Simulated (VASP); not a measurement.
# WSe2 (C2/m) in VASP: notebook

Runs on WSe2. Level: PBE. Tasks: single point.

Everything below comes from runs of VASP 6.6.1. Logs are shortened: lines on timing, memory, paths and dates and some standing lists are left out, and cuts for length are marked.

**1. The cell of the first run**

It takes space group C2/m (No. 12, monoclinic). The conventional cell has a = 6.495 Å, b = 3.749 Å, c = 6.398 Å, α = 90.00°, β = 109.55°, γ = 90.00°. W (site symmetry 2/m) has 6 Se at 2.56 to 2.60 Å within 3.4 Å. Within 3.6 Å of Se (site symmetry m) lie 3 W at 2.56 to 2.60 Å and 3 Se at 3.49 to 3.55 Å.

**2. Single point, PBE**

File INCAR:

```
PREC = Accurate
ENCUT = 520
EDIFF = 1E-6
ISMEAR = 0
SIGMA = 0.1
LREAL = F
LASPH = T
NELM = 100
ALGO = Normal
ISIF = 2
LWAVE = F
LCHARG = F
GGA = PE
NBANDS = 20
```

File KPOINTS:

```
regular mesh
0
Gamma
  6 6 4
```

File POSCAR:

```
WSe2
1.0
    3.2475061657     -1.8744732947      0.0000000000
    3.2475061657      1.8744732947      0.0000000000
   -2.1412731716      0.0000000000      6.0286221138
W Se
1 2
Direct
    0.0000000000      0.0000000000      0.0000000000
    0.7380000000      0.7380000000      0.2310000000
    0.2620000000      0.2620000000      0.7690000000
```

Potentials or basis: VASP PAW PBE potentials, release 64 (W_sv, Se).

The run is started by

```sh
$ cat potpaw_PBE.64/W_sv/POTCAR potpaw_PBE.64/Se/POTCAR > POTCAR
$ mpirun -np 1 vasp_std > vasp.out
```

OUTCAR:

```text
PREC = Accurate
   ENCUT = 520
   EDIFF = 1E-6
   ISMEAR = 0
   LREAL = F
   LASPH = T
   NELM = 100
   ISIF = 2
   GGA = PE

 ion  position               nearest neighbor table
   1  0.000  0.000  0.000-   2 2.56   2 2.56   3 2.56   3 2.56   2 2.60   3 2.60
   2  0.738  0.738  0.231-   1 2.56   1 2.56   1 2.60
   3  0.262  0.262  0.769-   1 2.56   1 2.56   1 2.60

  LATTYP: Found a base centered monoclinic cell.
 ALAT       =     6.4950123314
 B/A-ratio  =     0.5772039217
 C/A-ratio  =     0.9850025761
 COS(beta)  =    -0.3346992424

  Lattice vectors:

 A1 = (   3.2475061657,  -1.8744732947,   0.0000000000)
 A2 = (   3.2475061657,   1.8744732947,   0.0000000000)
 A3 = (  -2.1412731716,   0.0000000000,   6.0286221138)

Analysis of symmetry for initial positions (statically):
=====================================================================
 Subroutine PRICEL returns:
 Original cell was already a primitive cell.

 Routine SETGRP: Setting up the symmetry group for a
 base centered monoclinic supercell.

 Subroutine GETGRP returns: Found  4 space group operations
 (whereof  4 operations were pure point group operations)
 out of a pool of  4 trial point group operations.

The static configuration has the point symmetry C_2h.

Analysis of symmetry for dynamics (positions and initial velocities):
=====================================================================
 Subroutine PRICEL returns:
 Original cell was already a primitive cell.

 Routine SETGRP: Setting up the symmetry group for a
 base centered monoclinic supercell.

 Subroutine GETGRP returns: Found  4 space group operations
 (whereof  4 operations were pure point group operations)
 out of a pool of  4 trial point group operations.

The dynamic configuration has the point symmetry C_2h.

 Subroutine INISYM returns: Found  4 space group operations
 (whereof  4 operations are pure point group operations),
 and found     1 'primitive' translations

----------------------------------------------------------------------------------------

                                     Primitive cell

  volume of cell :      73.3968
[... 83 lines left out ...]
   ISTART =      0    job   : 0-new  1-cont  2-samecut
   ICHARG =      2    charge: 1-file 2-atom 10-const
   ISPIN  =      1    spin polarized calculation?
   LNONCOLLINEAR =      F non collinear calculations
   LSORBIT =      F    spin-orbit coupling
   LASPH  =      T    aspherical Exc in radial PAW
   ENCUT  =  520.0 eV  38.22 Ry    6.18 a.u.   6.97  6.97 11.90*2*pi/ulx,y,z
   NELM   =    100;   NELMIN=  2; NELMDL= -5     # of ELM steps
   EDIFF  = 0.1E-05   stopping-criterion for ELM
   LREAL  =      F    real-space projection
   EDIFFG = 0.1E-04   stopping-criterion for IOM
   NSW    =      0    number of steps for IOM
   IBRION =     -1    ionic relax: 0-MD 1-quasi-New 2-CG
   NFREE  =      0    steps in history (QN), initial steepest desc. (CG)
   ISIF   =      2    stress and relaxation
   ISYM   =      2    0-nonsym 1-usesym 2-fastsym
   POTIM  = 0.5000    time-step for ionic-motion
   TEBEG  =    0.0;   TEEND  =   0.0 temperature during run
   PSTRESS=    0.0 pullay stress
   NELECT =      26.0000    total number of electrons
   NUPDOWN=      -1.0000    fix difference up-down
   EMIN   =  10.00;   EMAX   =-10.00  energy-range for DOS
   EFERMI =   0.00;   METHOD = LEGACY
   ISMEAR =     0;   SIGMA  =   0.10  broadening in eV -4-tet -1-fermi 0-gaus
   EFERMI_NEDOS =   21; number of points for ismear=-14 and -15
   IALGO  =     38    algorithm
   IMIX   =      4    mixing-type and parameters
     AMIX     =   0.40;   BMIX     =  1.00
     AMIX_MAG =   1.60;   BMIX_MAG =  1.00
  volume/ion in A,a.u.               =      24.47       165.10
  Fermi-wavevector in a.u.,A,eV,Ry     =   1.158351  2.188966 18.255985  1.341777
  Thomas-Fermi vector in A             =   2.294954
   LORBIT       =      0    0 simple, 1 ext, 2 COOP (PROOUT), +10 PAW based schemes
   GGA     = PE    functional components
   LHFCALC =     F    Hartree Fock is set to
   AEXX    =    0.0000 exact exchange contribution
   IVDW    =     0    specifies the selected vdW correction
   LEPSILON=     F    determine dielectric tensor
   LRPA    =     F    only Hartree local field effects (RPA)
 non-spin polarized calculation
 Gauss-broadening in eV      SIGMA  =   0.10
  energy-cutoff  :      520.00
  volume of cell :       73.40
 maximum number of plane-waves:      1992
   NGX = 13   NGY = 13   NGZ = 23

 number of electron      25.9999996 magnetization

 Free energy of the ion-electron system (eV)
  ---------------------------------------------------
  ext. energy  EPLUGINS =         0.00000000
  ---------------------------------------------------
  free energy    TOTEN  =       -20.07676247 eV

  energy without entropy =      -20.07076531  energy(sigma->0) =      -20.07376389

 E-fermi :   4.5148     XC(G=0):  -9.7142

 val. band max:        4.4780777584   @ k =  -0.3333   0.5000   0.2500
 cond. band min:       4.6427766417   @ k =   0.1667   0.1667   0.2500
 fundamental gap:      0.1646988833
 Fermi energy:         4.5147849451

 k-point     1 :       0.0000    0.0000    0.0000
  band No.  band energies     occupation
      1     -70.3456      2.00000
      2     -34.6247      2.00000
      3     -34.5974      2.00000
      4     -34.2998      2.00000
      5     -10.1224      2.00000
      6      -8.3380      2.00000
[... 541 lines left out ...]
     19      11.6372      0.00000
     20      12.2066      0.00000

 [... further k-points ...]

------------------------ aborting loop because EDIFF is reached ----------------------------------------

  FORCE on cell =-STRESS in cart. coord.  units (eV):
  Direction    XX          YY          ZZ          XY          YZ          ZX
  --------------------------------------------------------------------------------------
  -------------------------------------------------------------------------------------
  Total       -3.4137837     -2.8630708      3.5147386      0.0000000      0.0000000      0.6681345
  in kB      -74.5193892    -62.4978915     76.7231295      0.0000000      0.0000000     14.5846885
  external PRESSURE =     -20.0980504 kB  Pullay stress =       0.0000000 kB

 VOLUME and BASIS-vectors are now :
 -----------------------------------------------------------------------------
  energy-cutoff  :      520.00
  volume of cell :       73.40
      direct lattice vectors                 reciprocal lattice vectors
     3.247506166 -1.874473295  0.000000000     0.153964296 -0.266741597  0.054685732
     3.247506166  1.874473295  0.000000000     0.153964296  0.266741597  0.054685732
    -2.141273172  0.000000000  6.028622114     0.000000000  0.000000000  0.165875383

 POSITION                                       TOTAL-FORCE (eV/Angst)
 -----------------------------------------------------------------------------------
      0.00000      0.00000      0.00000        -0.000000      0.000000      0.000000
      4.29868      0.00000      1.39261         0.247387      0.000000      1.039735
      0.05505      0.00000      4.63601        -0.247387      0.000000     -1.039735
 -----------------------------------------------------------------------------------
    total drift:                                0.000000     -0.000000     -0.000000

  FREE ENERGIE OF THE ION-ELECTRON SYSTEM (eV)
  ---------------------------------------------------
  free  energy   TOTEN  =       -20.0767624710 eV

  energy  without entropy=      -20.0707653051  energy(sigma->0) =      -20.07376389
```

It took 27 s on 1 thread of Intel Xeon 6975P-C (Granite Rapids), shared host; peak memory 0.22 GiB.

What came out:

```
Free energy            : -20.0768 eV
Pressure               : -2.0 GPa
Largest force          : 1.069 eV/Å
Band gap on the k mesh : zero (bands 13 and 14 overlap by 0.77 eV)
```

Forces in eV/Å, atoms in the order of the input:
```
W    0.000  0.000  0.000
Se   0.247  0.000  1.040
Se  -0.247  0.000 -1.040
```

Stress tensor (GPa, compression positive):
```
-7.45  0.00  1.46
 0.00 -6.25  0.00
 1.46  0.00  7.67
```

Caveat: spin-orbit coupling is left out, which moves the levels of the heavy elements; this functional lacks dispersion, which binds the layers, so the pressure and a relaxed spacing across them are unreliable; forces of over 1 eV/Å act on the atoms, so gaps and moduli don't describe the material at rest.

**3. Single point, PBE, collinear spin, zero start**

File INCAR:

```
SYSTEM = WSe2
  PREC = Accurate
  ENCUT = 520
  EDIFF = 1E-7
  ISMEAR = 0
  SIGMA = 0.1
  LREAL = .FALSE.
  LASPH = .TRUE.
  NELM = 150
  ALGO = Normal
  ISIF = 2
  LWAVE = .FALSE.
  LCHARG = .TRUE.
  ISPIN = 2
  MAGMOM = 0 0 0
  LORBIT = 11
  LMAXMIX = 4
  GGA = PE
  LELF = .TRUE.
  LVHAR = .TRUE.
  NBANDS = 24
```

File KPOINTS:

```
Automatic mesh
0
G
  6 6 4
  0 0 0
```

POSCAR is that of step 2.

Potentials or basis: VASP PAW PBE potentials, release 64 (W_sv, Se).

The run is started by

```sh
$ cat potpaw_PBE.64/W_sv/POTCAR potpaw_PBE.64/Se/POTCAR > POTCAR
$ mpirun -np 1 vasp_std > vasp.out
```

OUTCAR:

```text
SYSTEM = WSe2
   PREC = Accurate
   ENCUT = 520
   EDIFF = 1E-7
   ISMEAR = 0
   LREAL = .FALSE.
   LASPH = .TRUE.
   NELM = 150
   ISIF = 2
   ISPIN = 2
   LORBIT = 11
   GGA = PE

 ion  position               nearest neighbor table
   1  0.000  0.000  0.000-   2 2.56   2 2.56   3 2.56   3 2.56   2 2.60   3 2.60
   2  0.738  0.738  0.231-   1 2.56   1 2.56   1 2.60
   3  0.262  0.262  0.769-   1 2.56   1 2.56   1 2.60

  LATTYP: Found a base centered monoclinic cell.
 ALAT       =     6.4950123314
 B/A-ratio  =     0.5772039217
 C/A-ratio  =     0.9850025761
 COS(beta)  =    -0.3346992424

  Lattice vectors:

 A1 = (   3.2475061657,  -1.8744732947,   0.0000000000)
 A2 = (   3.2475061657,   1.8744732947,   0.0000000000)
 A3 = (  -2.1412731716,   0.0000000000,   6.0286221138)

Analysis of symmetry for initial positions (statically):
=====================================================================
 Subroutine PRICEL returns:
 Original cell was already a primitive cell.
[... 1496 lines left out ...]

 [... further k-points ...]

------------------------ aborting loop because EDIFF is reached ----------------------------------------

  FORCE on cell =-STRESS in cart. coord.  units (eV):
  Direction    XX          YY          ZZ          XY          YZ          ZX
  --------------------------------------------------------------------------------------
  -------------------------------------------------------------------------------------
  Total       -3.4144627     -2.8638037      3.5139419      0.0000000      0.0000000      0.6681014
  in kB      -74.5342104    -62.5138899     76.7057386      0.0000000      0.0000000     14.5839668
  external PRESSURE =     -20.1141205 kB  Pullay stress =       0.0000000 kB

 VOLUME and BASIS-vectors are now :
 -----------------------------------------------------------------------------
  energy-cutoff  :      520.00
  volume of cell :       73.40
      direct lattice vectors                 reciprocal lattice vectors
     3.247506166 -1.874473295  0.000000000     0.153964296 -0.266741597  0.054685732
     3.247506166  1.874473295  0.000000000     0.153964296  0.266741597  0.054685732
    -2.141273172  0.000000000  6.028622114     0.000000000  0.000000000  0.165875383

 POSITION                                       TOTAL-FORCE (eV/Angst)
 -----------------------------------------------------------------------------------
      0.00000      0.00000      0.00000        -0.000000      0.000000      0.000000
      4.29868      0.00000      1.39261         0.247391      0.000000      1.039917
      0.05505      0.00000      4.63601        -0.247391      0.000000     -1.039917
 -----------------------------------------------------------------------------------
    total drift:                                0.000000     -0.000000     -0.000000

  FREE ENERGIE OF THE ION-ELECTRON SYSTEM (eV)
  ---------------------------------------------------
  free  energy   TOTEN  =       -20.0767625189 eV

  energy  without entropy=      -20.0707654214  energy(sigma->0) =      -20.07376397

 total charge

# of ion       s       p       d       tot
------------------------------------------
    1        2.343   6.229   3.235  11.807
    2        1.467   2.338   0.061   3.867
    3        1.467   2.338   0.061   3.867
--------------------------------------------------
tot          5.277  10.905   3.358  19.540

 magnetization (x)

# of ion       s       p       d       tot
------------------------------------------
    1       -0.000  -0.000   0.000   0.000
    2        0.000   0.000  -0.000   0.000
    3        0.000   0.000  -0.000   0.000
--------------------------------------------------
tot          0.000   0.000   0.000   0.000
```

OSZICAR:

```text
N       E                     dE             d eps       ncg     rms          rms(c)
DAV:   1     0.192344136137E+03    0.19234E+03   -0.12138E+04  4520   0.103E+03
DAV:   2    -0.115992139892E+02   -0.20394E+03   -0.19605E+03  5248   0.281E+02
DAV:   3    -0.213191657436E+02   -0.97200E+01   -0.96242E+01  5760   0.583E+01
DAV:   4    -0.214289331741E+02   -0.10977E+00   -0.10975E+00  4816   0.692E+00
DAV:   5    -0.214301757796E+02   -0.12426E-02   -0.12426E-02  5856   0.769E-01    0.170E+01
DAV:   6    -0.202545160839E+02    0.11757E+01   -0.69692E+00  4624   0.139E+01    0.554E+00
DAV:   7    -0.201157238428E+02    0.13879E+00   -0.12344E+00  4536   0.523E+00    0.405E+00
DAV:   8    -0.200768712255E+02    0.38853E-01   -0.16705E-01  5360   0.230E+00    0.422E-01
DAV:   9    -0.200764542519E+02    0.41697E-03   -0.83459E-03  5144   0.542E-01    0.166E-01
DAV:  10    -0.200766968103E+02   -0.24256E-03   -0.77639E-04  4920   0.182E-01    0.389E-02
DAV:  11    -0.200767327018E+02   -0.35892E-04   -0.24193E-04  5488   0.866E-02    0.363E-02
DAV:  12    -0.200767622128E+02   -0.29511E-04   -0.92637E-05  4792   0.479E-02    0.296E-02
DAV:  13    -0.200767614572E+02    0.75561E-06   -0.27278E-05  5224   0.297E-02    0.617E-03
DAV:  14    -0.200767621492E+02   -0.69206E-06   -0.17588E-06  5304   0.686E-03    0.213E-03
DAV:  15    -0.200767626160E+02   -0.46682E-06   -0.35458E-07  4744   0.268E-03    0.194E-03
DAV:  16    -0.200767625189E+02    0.97113E-07   -0.74577E-08  4680   0.138E-03
   1 F= -.20076763E+02 E0= -.20073764E+02  d E =-.599710E-02  mag=    -0.0000
```

stdout:

```text
POSCAR found type information on POSCAR W Se
 POSCAR found :  2 types and       3 ions
 scaLAPACK will be used
 LDA part: xc-table for (Slater+PW92), standard interpolation
 POSCAR, INCAR and KPOINTS ok, starting setup
 FFT: planning ... GRIDC
 FFT: planning ... GRID_SOFT
 FFT: planning ... GRID
 WAVECAR not read
 entering main loop
```

It took 80 s on 1 thread of Intel Xeon 6975P-C (Granite Rapids), shared host; peak memory 0.29 GiB.

What came out:

```
Free energy                                           : -20.0768 eV
Pressure                                              : -2.0 GPa
Largest force                                         : 1.069 eV/Å
Band gap on the k mesh                                : zero (filled and empty bands overlap)
Net moment                                            : 0.00 μB per cell
Valence electrons inside the program's atomic spheres : W 11.81; Se 3.87
```

Forces on the atoms (eV/Å):
```
W    0.000  0.000  0.000
Se   0.247  0.000  1.040
Se  -0.247  0.000 -1.040
```

Stress tensor (GPa, compression positive):
```
-7.45  0.00  1.46
 0.00 -6.25  0.00
 1.46  0.00  7.67
```

Levels at points of the mesh, in eV from the Fermi level:
Spin up:
```
           k point  band 11  band 12  band 13  band 14  band 15  band 16
(0.00, 0.00, 0.00)    -0.82    -0.79    -0.75    -0.57     0.32     3.69
(0.50, 0.00, 0.00)    -2.60    -2.26    -0.66     0.19     0.37     3.60
(0.50, 0.50, 0.00)    -2.45    -1.98    -0.90     0.22     0.43     3.90
(0.00, 0.00, 0.50)    -0.95    -0.88    -0.87    -0.81     0.42     3.82
(0.50, 0.00, 0.50)    -2.46    -2.03    -0.96     0.19     0.38     3.94
(0.50, 0.50, 0.50)    -2.40    -2.25    -0.64     0.21     0.43     3.69
```
Spin down:
```
           k point  band 11  band 12  band 13  band 14  band 15  band 16
(0.00, 0.00, 0.00)    -0.82    -0.79    -0.75    -0.57     0.32     3.69
(0.50, 0.00, 0.00)    -2.60    -2.26    -0.66     0.19     0.37     3.60
(0.50, 0.50, 0.00)    -2.45    -1.98    -0.90     0.22     0.43     3.90
(0.00, 0.00, 0.50)    -0.95    -0.88    -0.87    -0.81     0.42     3.82
(0.50, 0.00, 0.50)    -2.46    -2.03    -0.96     0.19     0.38     3.94
(0.50, 0.50, 0.50)    -2.40    -2.25    -0.64     0.21     0.43     3.69
```

Caveat: spin-orbit coupling is left out, which moves the levels of the heavy elements; this functional lacks dispersion, which binds the layers, so the pressure and a relaxed spacing across them are unreliable; forces of over 1 eV/Å act on the atoms, so gaps and moduli don't describe the material at rest.
